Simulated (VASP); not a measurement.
Set up this calculation in VASP 6.6.1, as the native input.

```
Task                   : electric field gradients
Functional             : PBEsol
Potentials or basis    : VASP PAW PBE potentials, release 64 (Cd)
Cutoff                 : 520 eV
k mesh                 : 14 × 14 × 6
Occupations            : fermi-dirac, width 0.03 eV
Spin                   : no spin polarisation
Dipole correction      : no
Further INCAR settings : ALGO = Normal; EDIFF = 1e-08; NBANDS = 19
```

The structure of Cd lies in POSCAR:

```
Cd
1.0
    2.9285891929      0.0000000000      0.0000000000
   -1.4642945964      2.5362326383      0.0000000000
    0.0000000000      0.0000000000      5.8264700474
Cd
2
Direct
    0.3333333333      0.6666666667      0.2500000000
    0.6666666667      0.3333333333      0.7500000000
```

These files were run (other wordings do the same):

INCAR

```
PREC = Accurate
ENCUT = 520
EDIFF = 1E-8
ISMEAR = -1
SIGMA = 0.03
LREAL = F
LASPH = T
NELM = 60
ALGO = Normal
ISIF = 2
LWAVE = F
LCHARG = F
GGA = PS
LEFG = T
NBANDS = 19
```

KPOINTS

```
regular mesh
0
Gamma
  14 14 6
```

Potentials or basis: VASP PAW PBE potentials, release 64 (Cd).

The run is started by

```sh
$ cat potpaw_PBE.64/Cd/POTCAR > POTCAR
$ mpirun -np 1 vasp_std > vasp.out
```

Results of the run:

| Property | Result |
| --- | --- |
| Pressure | -0.2 GPa |
| Band gap on the k mesh | zero (bands 12 and 13 overlap by 4.86 eV) |
| Largest electric field gradient by atom | Cd +105.5 V/Å² |

Caveat: without QUAD_EFG the Cq values of the log hold for a quadrupole moment of 1 mb, not for the nuclei; the PAW data sets were made with another functional, which shifts forces and pressure a little.

Run time: 28 s on 1 thread of Intel(R) Xeon(R) 6975P-C (Granite Rapids) (shared host), peak memory 0.2 GiB.
